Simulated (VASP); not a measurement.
Input of a VASP 6.6.1 run:

The input INCAR:

```
ALGO = Normal
EDIFF = 1E-7
EDIFFG = -0.02
ENCUT = 600
GGA = PS
IBRION = 2
ISIF = 3
ISMEAR = -1
LASPH = T
LCHARG = F
LREAL = Auto
LWAVE = F
NELM = 60
NSW = 80
PREC = Accurate
SIGMA = 0.05
```

File KPOINTS:

```
k-points
0
Gamma
  2 2 2
```

The input POSCAR:

```
Ta3AsAu2O13
1.0
    5.2423700000      3.0266800000      4.1427300000
   -5.2423700000      3.0266800000      4.1427300000
    0.0000000000     -6.0533700000      4.1427300000
Ta As Au O
3 1 2 13
Direct
    0.2310800000      0.5722900000      0.2310800000
    0.2310800000      0.2310800000      0.5722900000
    0.5722900000      0.2310800000      0.2310800000
    0.5587800000      0.5587800000      0.5587800000
    0.9655900000      0.9655900000      0.9655900000
    0.7510500000      0.7510500000      0.7510500000
    0.4088400000      0.6676200000      0.4088400000
    0.4088400000      0.4088400000      0.6676200000
    0.6676200000      0.4088400000      0.4088400000
    0.4972600000      0.0131300000      0.3602400000
    0.3602400000      0.4972600000      0.0131300000
    0.0131300000      0.3602400000      0.4972600000
    0.3602400000      0.0131300000      0.4972600000
    0.0131300000      0.4972600000      0.3602400000
    0.4972600000      0.3602400000      0.0131300000
    0.1096300000      0.7480600000      0.1096300000
    0.1096300000      0.1096300000      0.7480600000
    0.7480600000      0.1096300000      0.1096300000
    0.3084000000      0.3084000000      0.3084000000
```

Potentials or basis: VASP PAW PBE potentials, release 64 (Ta_pv, As, Au, O).

Launch:

```sh
$ cat potpaw_PBE.64/Ta_pv/POTCAR potpaw_PBE.64/As/POTCAR potpaw_PBE.64/Au/POTCAR potpaw_PBE.64/O/POTCAR > POTCAR
$ mpirun -np 1 vasp_std > vasp.out
```

Problem. What does it give for the band gap on the k mesh?

Solution. 1.19 eV (least direct gap 1.26 eV).

Problem. What does it give for the relaxed volume?

Solution. 19.85 Å³/atom.

Forces on the atoms (eV/Å):
```
Ta   0.003 -0.002 -0.002
Ta   0.000  0.004 -0.002
Ta  -0.003 -0.002 -0.002
As   0.000  0.000  0.005
Au   0.000  0.000  0.000
Au   0.000  0.000  0.019
O    0.000  0.000 -0.008
O    0.000  0.000 -0.008
O    0.000  0.000 -0.008
O   -0.006 -0.004 -0.005
O    0.007 -0.003 -0.005
O   -0.001  0.007 -0.005
O    0.001  0.007 -0.005
O    0.006 -0.004 -0.005
O   -0.007 -0.003 -0.005
O   -0.006  0.004  0.011
O    0.000 -0.007  0.011
O    0.006  0.004  0.011
O    0.000  0.000  0.006
```

Caveat: the k points lie up to 0.43 Å⁻¹ apart in the final cell; the PAW data sets were made with another functional, which shifts forces and pressure a little; spin-orbit coupling is left out, which moves the levels of the heavy elements. A k mesh can miss the band edges.
